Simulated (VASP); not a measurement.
# Mg (Im-3m) in VASP: notebook

The runs below take Mg through relaxation of cell and atoms, single point, with revPBE.

Everything below comes from runs of VASP 6.6.1. Logs are shortened: lines on timing, memory, paths and dates and some standing lists are left out, and cuts for length are marked.

## 1. The cell of the first run

The structure is cubic, space group Im-3m (No. 229). Conventional cell: a = 3.595 Å, b = 3.595 Å, c = 3.595 Å, α = 90.00°, β = 90.00°, γ = 90.00°. Mg (site symmetry m-3m) has 14 Mg at 3.11 to 3.60 Å within 4.1 Å.

## 2. Relaxation of cell and atoms, revPBE

Contents of INCAR:

```
ALGO = Normal ; EDIFF = 1E-6
EDIFFG = -0.01 ; ENCUT = 600
GGA = RE ; IBRION = 2
ISIF = 3 ; ISMEAR = -1
LASPH = T ; LCHARG = F
LREAL = F ; LWAVE = F
NELM = 60 ; NSW = 80
PREC = Accurate ; SIGMA = 0.1
```

Contents of KPOINTS:

```
k-points
0
Gamma
  12 12 12
```

Contents of POSCAR:

```
Mg
1.0
   -1.7976546712      1.7976546712      1.7976546712
    1.7976546712     -1.7976546712      1.7976546712
    1.7976546712      1.7976546712     -1.7976546712
Mg
1
Direct
    0.0000000000      0.0000000000      0.0000000000
```

Potentials or basis: VASP PAW PBE potentials, release 64 (Mg).

Launch:

```
> cat potpaw_PBE.64/Mg/POTCAR > POTCAR
> mpirun -np 1 vasp_std > vasp.out
```

OUTCAR:

```text
EDIFF = 1E-6
   EDIFFG = -0.01
   ENCUT = 600
   GGA = RE
   IBRION = 2
   ISIF = 3
   ISMEAR = -1
   LASPH = T
   LREAL = F
   NELM = 60
   NSW = 80
   PREC = Accurate

 ion  position               nearest neighbor table
   1  0.000  0.000  0.000-

  LATTYP: Found a body centered cubic cell.
 ALAT       =     3.5953093424

  Lattice vectors:

 A1 = (  -1.7976546712,   1.7976546712,   1.7976546712)
 A2 = (   1.7976546712,  -1.7976546712,   1.7976546712)
 A3 = (   1.7976546712,   1.7976546712,  -1.7976546712)

Analysis of symmetry for initial positions (statically):
=====================================================================
 Subroutine PRICEL returns:
 Original cell was already a primitive cell.

 Routine SETGRP: Setting up the symmetry group for a
 body centered cubic supercell.

 Subroutine GETGRP returns: Found 48 space group operations
 (whereof 48 operations were pure point group operations)
 out of a pool of 48 trial point group operations.

The static configuration has the point symmetry O_h .

Analysis of symmetry for dynamics (positions and initial velocities):
=====================================================================
 Subroutine PRICEL returns:
 Original cell was already a primitive cell.

 Routine SETGRP: Setting up the symmetry group for a
 body centered cubic supercell.

 Subroutine GETGRP returns: Found 48 space group operations
 (whereof 48 operations were pure point group operations)
 out of a pool of 48 trial point group operations.

The dynamic configuration has the point symmetry O_h .

 Subroutine INISYM returns: Found 48 space group operations
 (whereof 48 operations are pure point group operations),
 and found     1 'primitive' translations

----------------------------------------------------------------------------------------

                                     Primitive cell

  volume of cell :      23.2369

  direct lattice vectors                    reciprocal lattice vectors
    -1.797654671  1.797654671  1.797654671     0.000000000  0.278140183  0.278140183
     1.797654671 -1.797654671  1.797654671     0.278140183  0.000000000  0.278140183
     1.797654671  1.797654671 -1.797654671     0.278140183  0.278140183  0.000000000

  length of vectors
     3.113629225  3.113629225  3.113629225     0.393349620  0.393349620  0.393349620

  position of ions in fractional coordinates (direct lattice)
     0.000000000  0.000000000  0.000000000

  ion indices of the primitive-cell ions
   primitive index   ion index
                 1           1

[... 78 lines left out ...]
   ISYM   =      2    0-nonsym 1-usesym 2-fastsym
   POTIM  = 0.5000    time-step for ionic-motion
   TEBEG  =    0.0;   TEEND  =   0.0 temperature during run
   PSTRESS=    0.0 pullay stress
   NELECT =       2.0000    total number of electrons
   NUPDOWN=      -1.0000    fix difference up-down
   EMIN   =  10.00;   EMAX   =-10.00  energy-range for DOS
   EFERMI =   0.00;   METHOD = LEGACY
   ISMEAR =    -1;   SIGMA  =   0.10  broadening in eV -4-tet -1-fermi 0-gaus
   EFERMI_NEDOS =   21; number of points for ismear=-14 and -15
   IALGO  =     38    algorithm
   IMIX   =      4    mixing-type and parameters
     AMIX     =   0.40;   BMIX     =  1.00
     AMIX_MAG =   1.60;   BMIX_MAG =  1.00
  volume/ion in A,a.u.               =      23.24       156.81
  Fermi-wavevector in a.u.,A,eV,Ry     =   0.722812  1.365916  7.108458  0.522457
  Thomas-Fermi vector in A             =   1.812869
   LORBIT       =      0    0 simple, 1 ext, 2 COOP (PROOUT), +10 PAW based schemes
   GGA     = RE    functional components
   LHFCALC =     F    Hartree Fock is set to
   AEXX    =    0.0000 exact exchange contribution
   IVDW    =     0    specifies the selected vdW correction
   LEPSILON=     F    determine dielectric tensor
   LRPA    =     F    only Hartree local field effects (RPA)
 conjugate gradient relaxation of ions
 non-spin polarized calculation
  energy-cutoff  :      600.00
  volume of cell :       23.24
 maximum number of plane-waves:       798
 NGX is ok and might be reduce to    28
   NGX = 13   NGY = 13   NGZ = 13

--------------------------------------- Ionic step        1  -------------------------------------------

 number of electron       2.0000000 magnetization

 Free energy of the ion-electron system (eV)
  ---------------------------------------------------
  ext. energy  EPLUGINS =         0.00000000
  ---------------------------------------------------
  free energy    TOTEN  =        -1.33573573 eV

  energy without entropy =       -1.31982516  energy(sigma->0) =       -1.32778044

------------------------ aborting loop because EDIFF is reached ----------------------------------------

  FORCE on cell =-STRESS in cart. coord.  units (eV):
  Direction    XX          YY          ZZ          XY          YZ          ZX
  --------------------------------------------------------------------------------------
  -------------------------------------------------------------------------------------
  Total        0.0396927      0.0396927      0.0396927     -0.0000000      0.0000000      0.0000000
  in kB        2.7367941      2.7367941      2.7367941     -0.0000000      0.0000000      0.0000000
  external PRESSURE =       2.7367941 kB  Pullay stress =       0.0000000 kB
[... 57 lines left out ...]
--------------------------------------- Ionic step        3  -------------------------------------------

 number of electron       2.0000000 magnetization

 Free energy of the ion-electron system (eV)
  ---------------------------------------------------
  ext. energy  EPLUGINS =         0.00000000
  ---------------------------------------------------
  free energy    TOTEN  =        -1.33589148 eV

  energy without entropy =       -1.31985499  energy(sigma->0) =       -1.32787324

 E-fermi :   2.6214     XC(G=0):  -8.3524

 val. band max:        2.5644385816   @ k =   0.4167   0.0833   0.0000
 cond. band min:       2.6517634340   @ k =  -0.4167  -0.4167   0.0833
 fundamental gap:      0.0873248524
 Fermi energy:         2.6213665220

 k-point     1 :       0.0000    0.0000    0.0000
  band No.  band energies     occupation
      1      -4.2236      2.00000
      2      15.5460      0.00000
      3      15.5460      0.00000
      4      15.5460      0.00000
      5      17.5097      0.00000
[... 177 lines left out ...]
 k-point    24 :       0.4167    0.0833    0.0833
  band No.  band energies     occupation
      1       1.4523      1.99998
      2       2.0497      1.99344
      3       8.5542      0.00000
      4       9.6247      0.00000
      5      15.9178      0.00000

 [... further k-points ...]
[... 5 lines left out ...]
  --------------------------------------------------------------------------------------
  -------------------------------------------------------------------------------------
  Total        0.0002209      0.0002209      0.0002209     -0.0000000     -0.0000000      0.0000000
  in kB        0.0151073      0.0151073      0.0151073     -0.0000000     -0.0000000      0.0000000
  external PRESSURE =       0.0151073 kB  Pullay stress =       0.0000000 kB
[... 16 lines left out ...]
  FREE ENERGIE OF THE ION-ELECTRON SYSTEM (eV)
  ---------------------------------------------------
  free  energy   TOTEN  =        -1.3358914839 eV

  energy  without entropy=       -1.3198549937  energy(sigma->0) =       -1.32787324

 reached required accuracy - stopping structural energy minimisation
```

OSZICAR:

```text
N       E                     dE             d eps       ncg     rms          rms(c)
DAV:   1    -0.500124866458E+00   -0.50012E+00   -0.81708E+02   765   0.300E+02
DAV:   2    -0.133641067971E+01   -0.83629E+00   -0.79520E+00   905   0.159E+01
DAV:   3    -0.134065467517E+01   -0.42440E-02   -0.42414E-02  1015   0.131E+00
DAV:   4    -0.134066294968E+01   -0.82745E-05   -0.82743E-05  1030   0.437E-02
DAV:   5    -0.134066301057E+01   -0.60894E-07   -0.60739E-07  1010   0.244E-03    0.717E-01
DAV:   6    -0.133909643669E+01    0.15666E-02   -0.35465E-04   885   0.227E-01    0.462E-01
DAV:   7    -0.133572206425E+01    0.33744E-02   -0.13598E-03   805   0.395E-01    0.271E-02
DAV:   8    -0.133573671046E+01   -0.14646E-04   -0.61264E-06  1125   0.223E-02    0.637E-03
DAV:   9    -0.133573572808E+01    0.98238E-06   -0.94594E-07   840   0.562E-03
   1 F= -.13357357E+01 E0= -.13277804E+01  d E =-.133574E+01
       N       E                     dE             d eps       ncg     rms          rms(c)
DAV:   1    -0.133588197168E+01   -0.14526E-03   -0.57683E-04   905   0.127E-01    0.785E-03
DAV:   2    -0.133588095708E+01    0.10146E-05   -0.24650E-06   870   0.127E-02    0.506E-03
DAV:   3    -0.133587949256E+01    0.14645E-05   -0.10278E-07   580   0.419E-03    0.235E-04
DAV:   4    -0.133587954137E+01   -0.48809E-07   -0.25582E-09   465   0.433E-04
   2 F= -.13358795E+01 E0= -.13278787E+01  d E =-.143813E-03
       N       E                     dE             d eps       ncg     rms          rms(c)
DAV:   1    -0.133589174439E+01   -0.12252E-04   -0.84192E-05   885   0.486E-02    0.299E-03
DAV:   2    -0.133589148385E+01    0.26054E-06   -0.35846E-07   690   0.486E-03
   3 F= -.13358915E+01 E0= -.13278732E+01  d E =-.155756E-03
```

CONTCAR:

```text
Mg
   1.00000000000000
    -1.8024161094735149    1.8024161094735149    1.8024161094735149
     1.8024161094735149   -1.8024161094735149    1.8024161094735149
     1.8024161094735149    1.8024161094735149   -1.8024161094735149
  Mg
     1
Direct
     0.0000000000000000    0.0000000000000000    0.0000000000000000

  0.00000000E+00  0.00000000E+00  0.00000000E+00
```

It took 17 s on 1 thread of AMD EPYC 7R43 (Zen 3), shared host; peak memory 0.13 GiB.

What came out:

```yaml
Free_energy: -1.3359 eV
Relaxed_volume: 23.42 Å³/atom
Relaxed_cell: a = 3.122 Å, b = 3.122 Å, c = 3.122 Å, α = 109.47°, β = 109.47°, γ = 109.47°
Space_group_after_relaxing_to_0.05_Å: Im-3m (No. 229)
Energy_gained_by_relaxing: 0.2 meV/atom
Ionic_steps: 3
Pressure_after_relaxing: 0.0 GPa
Band_gap_on_the_k_mesh: zero (band 1 reaches 6.44 eV, above the bottom of band 2 at 1.74 eV)
```

Step by step:
```
step  energy change (eV)  largest force (eV/Å)  pressure (GPa)  volume (Å³)
   1              0.0000                0.0000            0.27        23.24
   2             -0.0001                0.0000            0.08        23.37
   3             -0.0002                0.0000            0.00        23.42
```

Final structure:
```
Mg
1.0
    -1.80242    1.80242    1.80242
     1.80242   -1.80242    1.80242
     1.80242    1.80242   -1.80242
Mg
1
Direct
  0.00000 0.00000 0.00000
```

Caveat: the PAW data sets were made with another functional, which shifts forces and pressure a little.

## 3. Single point, revPBE

This run uses another cell than the first one, of 23.55 Å³/atom, 1.013 times its volume.

Contents of INCAR:

```
PREC = Accurate ; ENCUT = 520
EDIFF = 1E-7 ; ISMEAR = -1
SIGMA = 0.1 ; LREAL = False
LASPH = True ; NELM = 100
ALGO = Normal ; ISIF = 2
LWAVE = False ; LCHARG = False
GGA = RE ; NBANDS = 7
```

Contents of KPOINTS:

```
regular mesh
0
Gamma
  20 20 20
```

Contents of POSCAR:

```
Mg
1.0
   -1.8056528772      1.8056528772      1.8056528772
    1.8056528772     -1.8056528772      1.8056528772
    1.8056528772      1.8056528772     -1.8056528772
Mg
1
Direct
    0.0000000000      0.0000000000      0.0000000000
```

Potentials or basis: VASP PAW PBE potentials, release 64 (Mg).

Launch:

```
> cat potpaw_PBE.64/Mg/POTCAR > POTCAR
> mpirun -np 1 vasp_std > vasp.out
```

Run time: 29 s. Hardware: 1 thread of AMD EPYC 7R43 (Zen 3), shared host; peak memory 0.13 GiB.

It converged, with:

```
Free energy            : -1.3395 eV
Pressure               : -0.2 GPa
Band gap on the k mesh : zero (band 1 reaches 6.40 eV, above the bottom of band 2 at 1.71 eV)
```

Levels at points of the mesh, in eV from the Fermi level:
| k point | band 1 | band 2 | band 3 | band 4 | band 5 |
| --- | --- | --- | --- | --- | --- |
| (0.00, 0.00, 0.00) | -6.86 | 12.85 | 12.85 | 12.85 | 14.81 |
| (0.50, 0.00, 0.00) | -1.49 | -0.92 | 8.51 | 9.17 | 10.01 |
| (0.50, 0.50, 0.50) | 3.77 | 3.77 | 3.77 | 3.94 | 3.94 |

Caveat: the PAW data sets were made with another functional, which shifts forces and pressure a little.
